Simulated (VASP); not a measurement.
# MnS (Rambergite) (P6_3mc) in VASP: single point with PBEsol

Aim: the single point of MnS (Rambergite) with PBEsol.

Everything below comes from runs of VASP 6.6.1. Logs are shortened: lines on timing, memory, paths and dates and some standing lists are left out, and cuts for length are marked.

## 1. The cell of the first run

Symmetry: P6_3mc, No. 186, hexagonal system. Conventional cell: a = 3.976 Å, b = 3.976 Å, c = 6.432 Å, α = 90.00°, β = 90.00°, γ = 120.00°. Within 3.2 Å of Mn (site symmetry 3m) lie 4 S at 2.41 to 2.48 Å. S (site symmetry 3m) has 4 Mn at 2.41 to 2.48 Å within 3.2 Å.

## 2. Single point, PBEsol, collinear spin, antiferromagnetic start

The input, INCAR:

```
ALGO = Normal
EDIFF = 1E-6
ENCUT = 520
GGA = PS
ISIF = 2
ISMEAR = -1
ISPIN = 2
LASPH = T
LCHARG = F
LMAXMIX = 4
LORBIT = 11
LREAL = F
LWAVE = F
MAGMOM = 4 -4 0 0
NBANDS = 31
NELM = 150
PREC = Accurate
SIGMA = 0.1
```

The input, KPOINTS:

```
k-points
0
Gamma
  6 6 4
```

The input, POSCAR:

```
MnS
1.0
    3.9760000000      0.0000000000      0.0000000000
   -1.9880000000      3.4433170100      0.0000000000
    0.0000000000      0.0000000000      6.4320000000
Mn S
2 2
Direct
    0.3333333300      0.6666666700      0.0000000000
    0.6666666700      0.3333333300      0.5000000000
    0.3333333300      0.6666666700      0.3850000000
    0.6666666700      0.3333333300      0.8850000000
```

Potentials or basis: VASP PAW PBE potentials, release 64 (Mn_pv, S).

The run is started by

```sh
> cat potpaw_PBE.64/Mn_pv/POTCAR potpaw_PBE.64/S/POTCAR > POTCAR
> mpirun -np 1 vasp_std > vasp.out
```

OUTCAR:

```text
EDIFF = 1E-6
   ENCUT = 520
   GGA = PS
   ISIF = 2
   ISMEAR = -1
   ISPIN = 2
   LASPH = T
   LORBIT = 11
   LREAL = F
   NELM = 150
   PREC = Accurate

 ion  position               nearest neighbor table
   1  0.333  0.667  0.000-   4 2.41   4 2.41   4 2.41   3 2.48
   2  0.667  0.333  0.500-   3 2.41   3 2.41   3 2.41   4 2.48
   3  0.333  0.667  0.385-   2 2.41   2 2.41   2 2.41   1 2.48
   4  0.667  0.333  0.885-   1 2.41   1 2.41   1 2.41   2 2.48

  LATTYP: Found a hexagonal cell.
 ALAT       =     3.9760000000
 C/A-ratio  =     1.6177062374

  Lattice vectors:

 A1 = (   3.9760000000,   0.0000000000,   0.0000000000)
 A2 = (  -1.9880000000,   3.4433170100,   0.0000000000)
 A3 = (   0.0000000000,   0.0000000000,   6.4320000000)

Analysis of symmetry for initial positions (statically):
=====================================================================
 Subroutine PRICEL returns:
 Original cell was already a primitive cell.

 Routine SETGRP: Setting up the symmetry group for a
 hexagonal supercell.

 Subroutine GETGRP returns: Found 12 space group operations
 (whereof  6 operations were pure point group operations)
 out of a pool of 24 trial point group operations.

The static configuration has the point symmetry C_3v.
 The point group associated with its full space group is C_6v.

Analysis of symmetry for dynamics (positions and initial velocities):
=====================================================================
 Subroutine PRICEL returns:
 Original cell was already a primitive cell.

 Routine SETGRP: Setting up the symmetry group for a
 hexagonal supercell.

 Subroutine GETGRP returns: Found 12 space group operations
 (whereof  6 operations were pure point group operations)
 out of a pool of 24 trial point group operations.

The dynamic configuration has the point symmetry C_3v.
 The point group associated with its full space group is C_6v.

Analysis of structural, dynamic, and magnetic symmetry:
=====================================================================
 Subroutine PRICEL returns:
 Original cell was already a primitive cell.

 Routine SETGRP: Setting up the symmetry group for a
 hexagonal supercell.

 Subroutine GETGRP returns: Found 12 space group operations
 (whereof  6 operations were pure point group operations)
 out of a pool of 24 trial point group operations.

The overall configuration has the point symmetry C_3v.
 The point group associated with its full space group is C_6v.

 Subroutine INISYM returns: Found 12 space group operations
 (whereof  6 operations are pure point group operations),
 and found     1 'primitive' translations

----------------------------------------------------------------------------------------

                                     Primitive cell

  volume of cell :      88.0581

  direct lattice vectors                    reciprocal lattice vectors
     3.976000000  0.000000000  0.000000000     0.251509054  0.145208820  0.000000000
    -1.988000000  3.443317010  0.000000000     0.000000000  0.290417640  0.000000000
     0.000000000  0.000000000  6.432000000     0.000000000  0.000000000  0.155472637

  length of vectors
     3.976000000  3.976000004  6.432000000     0.290417640  0.290417640  0.155472637

  position of ions in fractional coordinates (direct lattice)
     0.333333330  0.666666670  0.000000000
     0.666666670  0.333333330  0.500000000
     0.333333330  0.666666670  0.385000000
     0.666666670  0.333333330  0.885000000

  ion indices of the primitive-cell ions
   primitive index   ion index
                 1           1
                 2           2
                 3           3
                 4           4

----------------------------------------------------------------------------------------

 KPOINTS: k-points

Automatic generation of k-mesh.
 Grid dimensions read from file:
 generate k-points for:    6    6    4

 Generating k-lattice:

  Cartesian coordinates                     Fractional coordinates (reciprocal lattice)
     0.041918176  0.024201470  0.000000000     0.166666667 -0.000000000  0.000000000
     0.000000000  0.048402940  0.000000000     0.000000000  0.166666667  0.000000000
     0.000000000  0.000000000  0.038868159     0.000000000  0.000000000  0.250000000

  Length of vectors
     0.048402940  0.048402940  0.038868159

  Shift w.r.t. Gamma in fractional coordinates (k-lattice)
     0.000000000  0.000000000  0.000000000

 Subroutine IBZKPT returns following result:
 ===========================================

 Found     21 irreducible k-points:

 Following reciprocal coordinates:
            Coordinates               Weight
  0.000000  0.000000  0.000000      1.000000
  0.166667  0.000000  0.000000      6.000000
  0.333333 -0.000000  0.000000      6.000000
  0.500000  0.000000  0.000000      3.000000
  0.166667  0.166667  0.000000      6.000000
  0.333333  0.166667  0.000000     12.000000
[... 13 lines left out ...]
  0.333333  0.166667  0.500000     12.000000
  0.333333  0.333333  0.500000      2.000000
   k-points           NKPTS =     21   k-points in BZ     NKDIM =     21   number of bands    NBANDS=     31
   number of dos      NEDOS =    301   number of ions     NIONS =      4
   total plane-waves  NPLWV =  43200
   dimension x,y,z NGX =    30 NGY =   30 NGZ =   48
   dimension x,y,z NGXF=    60 NGYF=   60 NGZF=   96
   ions per type =               2   2
   NGX,Y,Z   is equivalent  to a cutoff of  12.54, 12.54, 12.41 a.u.
   NGXF,Y,Z  is equivalent  to a cutoff of  25.09, 25.09, 24.81 a.u.
 SYSTEM =  unknown system
   PREC   = accura    normal or accurate (medium, high low for compatibility)
   ISTART =      0    job   : 0-new  1-cont  2-samecut
   ICHARG =      2    charge: 1-file 2-atom 10-const
   ISPIN  =      2    spin polarized calculation?
   LNONCOLLINEAR =      F non collinear calculations
   LSORBIT =      F    spin-orbit coupling
   LASPH  =      T    aspherical Exc in radial PAW
   ENCUT  =  520.0 eV  38.22 Ry    6.18 a.u.   7.39  7.39 11.96*2*pi/ulx,y,z
   NELM   =    150;   NELMIN=  2; NELMDL= -5     # of ELM steps
   EDIFF  = 0.1E-05   stopping-criterion for ELM
   LREAL  =      F    real-space projection
   EDIFFG = 0.1E-04   stopping-criterion for IOM
   NSW    =      0    number of steps for IOM
   IBRION =     -1    ionic relax: 0-MD 1-quasi-New 2-CG
   NFREE  =      0    steps in history (QN), initial steepest desc. (CG)
   ISIF   =      2    stress and relaxation
   ISYM   =      2    0-nonsym 1-usesym 2-fastsym
   POTIM  = 0.5000    time-step for ionic-motion
   TEBEG  =    0.0;   TEEND  =   0.0 temperature during run
   PSTRESS=    0.0 pullay stress
   NELECT =      38.0000    total number of electrons
   NUPDOWN=      -1.0000    fix difference up-down
   EMIN   =  10.00;   EMAX   =-10.00  energy-range for DOS
   EFERMI =   0.00;   METHOD = LEGACY
   ISMEAR =    -1;   SIGMA  =   0.10  broadening in eV -4-tet -1-fermi 0-gaus
   EFERMI_NEDOS =   21; number of points for ismear=-14 and -15
   IALGO  =     38    algorithm
   IMIX   =      4    mixing-type and parameters
     AMIX     =   0.40;   BMIX     =  1.00
     AMIX_MAG =   1.60;   BMIX_MAG =  1.00
  volume/ion in A,a.u.               =      22.01       148.56
  Fermi-wavevector in a.u.,A,eV,Ry     =   1.237123  2.337824 20.823354  1.530473
  Thomas-Fermi vector in A             =   2.371703
   LORBIT       =     11    0 simple, 1 ext, 2 COOP (PROOUT), +10 PAW based schemes
   GGA     = PS    functional components
   LHFCALC =     F    Hartree Fock is set to
   AEXX    =    0.0000 exact exchange contribution
   IVDW    =     0    specifies the selected vdW correction
   LEPSILON=     F    determine dielectric tensor
   LRPA    =     F    only Hartree local field effects (RPA)
 spin polarized calculation
  energy-cutoff  :      520.00
  volume of cell :       88.06
 maximum number of plane-waves:      2412
 NGX is ok and might be reduce to    30
   NGX = 15   NGY = 15   NGZ = 23

 number of electron      37.9999996 magnetization       0.0000000

 number of electron      37.9999996 magnetization      -0.0000000

 Free energy of the ion-electron system (eV)
  ---------------------------------------------------
  ext. energy  EPLUGINS =         0.00000000
  ---------------------------------------------------
  free energy    TOTEN  =       -29.87230083 eV

  energy without entropy =      -29.86489278  energy(sigma->0) =      -29.86859680

 E-fermi :   4.3106     XC(G=0):  -9.4998

 val. band max:        4.0340830944   @ k =   0.0000   0.0000   0.0000
 cond. band min:       4.6168566144   @ k =   0.3333   0.3333   0.5000
 fundamental gap:      0.5827735200
 Fermi energy:         4.3105536960

 spin component 1

 k-point     1 :       0.0000    0.0000    0.0000
  band No.  band energies     occupation
      1     -46.1064      1.00000
      2     -46.1064      1.00000
      3     -46.0825      1.00000
      4     -41.6888      1.00000
      5     -41.6831      1.00000
      6     -41.6831      1.00000
[... 23 lines left out ...]
     30      11.8031      0.00000
     31      11.8938      0.00000

 k-point     2 :       0.1667    0.0000    0.0000
  band No.  band energies     occupation
      1     -46.1071      1.00000
      2     -46.1066      1.00000
      3     -46.0824      1.00000
      4     -41.6887      1.00000
      5     -41.6840      1.00000
      6     -41.6834      1.00000
[... 23 lines left out ...]
     30      11.3780      0.00000
     31      11.9155      0.00000

 k-point     3 :       0.3333   -0.0000    0.0000
  band No.  band energies     occupation
      1     -46.1083      1.00000
      2     -46.1069      1.00000
      3     -46.0823      1.00000
      4     -41.6886      1.00000
      5     -41.6859      1.00000
      6     -41.6838      1.00000
[... 601 lines left out ...]
     30      11.4147      0.00000
     31      12.4160      0.00000

 k-point    21 :       0.3333    0.3333    0.5000
  band No.  band energies     occupation
      1     -46.1084      1.00000
      2     -46.1080      1.00000
      3     -46.0822      1.00000
      4     -41.6884      1.00000
      5     -41.6861      1.00000
      6     -41.6853      1.00000
[... 23 lines left out ...]
     30      11.6829      0.00000
     31      12.9621      0.00000
 Fermi energy:         4.3105536960

 spin component 2

 k-point     1 :       0.0000    0.0000    0.0000
  band No.  band energies     occupation
      1     -46.1064      1.00000
      2     -46.1064      1.00000
      3     -46.0825      1.00000
      4     -41.6888      1.00000
      5     -41.6831      1.00000
      6     -41.6831      1.00000
[... 23 lines left out ...]
     30      11.8031      0.00000
     31      11.8938      0.00000

 k-point     2 :       0.1667    0.0000    0.0000
  band No.  band energies     occupation
      1     -46.1071      1.00000
      2     -46.1066      1.00000
      3     -46.0824      1.00000
      4     -41.6887      1.00000
      5     -41.6840      1.00000
      6     -41.6834      1.00000
[... 23 lines left out ...]
     30      11.3780      0.00000
     31      11.9155      0.00000

 k-point     3 :       0.3333   -0.0000    0.0000
  band No.  band energies     occupation
      1     -46.1083      1.00000
      2     -46.1069      1.00000
      3     -46.0823      1.00000
      4     -41.6886      1.00000
      5     -41.6859      1.00000
      6     -41.6838      1.00000
[... 601 lines left out ...]
     30      11.4147      0.00000
     31      12.4160      0.00000

 k-point    21 :       0.3333    0.3333    0.5000
  band No.  band energies     occupation
      1     -46.1084      1.00000
      2     -46.1080      1.00000
      3     -46.0822      1.00000
      4     -41.6884      1.00000
      5     -41.6861      1.00000
      6     -41.6853      1.00000
[... 23 lines left out ...]
     30      11.6829      0.00000
     31      12.9621      0.00000

------------------------ aborting loop because EDIFF is reached ----------------------------------------

  FORCE on cell =-STRESS in cart. coord.  units (eV):
  Direction    XX          YY          ZZ          XY          YZ          ZX
  --------------------------------------------------------------------------------------
  -------------------------------------------------------------------------------------
  Total       -1.4823712     -1.4823712     -4.1488526      0.0000000      0.0000000      0.0000000
  in kB      -26.9710670    -26.9710671    -75.4864786      0.0000000      0.0000000      0.0000000
  external PRESSURE =     -43.1428709 kB  Pullay stress =       0.0000000 kB

 VOLUME and BASIS-vectors are now :
 -----------------------------------------------------------------------------
  energy-cutoff  :      520.00
  volume of cell :       88.06
      direct lattice vectors                 reciprocal lattice vectors
     3.976000000  0.000000000  0.000000000     0.251509054  0.145208820  0.000000000
    -1.988000000  3.443317010  0.000000000     0.000000000  0.290417640  0.000000000
     0.000000000  0.000000000  6.432000000     0.000000000  0.000000000  0.155472637

 POSITION                                       TOTAL-FORCE (eV/Angst)
 -----------------------------------------------------------------------------------
     -0.00000      2.29554      0.00000         0.000000     -0.000000      0.522809
      1.98800      1.14777      3.21600         0.000000      0.000000      0.522809
     -0.00000      2.29554      2.47632        -0.000000      0.000000     -0.522809
      1.98800      1.14777      5.69232        -0.000000     -0.000000     -0.522809
 -----------------------------------------------------------------------------------
    total drift:                               -0.000020      0.000011      0.000112

  FREE ENERGIE OF THE ION-ELECTRON SYSTEM (eV)
  ---------------------------------------------------
  free  energy   TOTEN  =       -29.8723008273 eV

  energy  without entropy=      -29.8648927767  energy(sigma->0) =      -29.86859680

 total charge

# of ion       s       p       d       tot
------------------------------------------
    1        0.260   6.205   4.927  11.391
    2        0.260   6.205   4.927  11.391
    3        1.308   2.412   0.000   3.720
    4        1.308   2.412   0.000   3.720
--------------------------------------------------
tot          3.136  17.232   9.853  30.221

 magnetization (x)

# of ion       s       p       d       tot
------------------------------------------
    1        0.035   0.050   4.104   4.190
    2       -0.035  -0.050  -4.104  -4.190
    3       -0.004  -0.029   0.000  -0.032
    4        0.004   0.029   0.000   0.032
--------------------------------------------------
tot         -0.000   0.000  -0.000  -0.000
```

It took 2 min on 1 thread of Intel Xeon 6975P-C, shared host; peak memory 0.27 GiB.

What came out:

```yaml
Free_energy: -29.8723 eV
Pressure: -4.3 GPa
Largest_force: 0.523 eV/Å
Band_gap_on_the_k_mesh: 0.58 eV, indirect (least direct gap 1.30 eV)
Net_moment: 0.00 μB per cell
Site_moments: Mn +4.19, -4.19; S -0.03, +0.03 μB
Valence_electrons_inside_the_program's_atomic_spheres: Mn 11.39; S 3.72
```

Forces on the atoms (eV/Å):
```
Mn   0.000  0.000  0.523
Mn   0.000  0.000  0.523
S    0.000  0.000 -0.523
S    0.000  0.000 -0.523
```

Caveat: the PAW data sets were made with another functional, which shifts forces and pressure a little. A k mesh can miss the band edges.
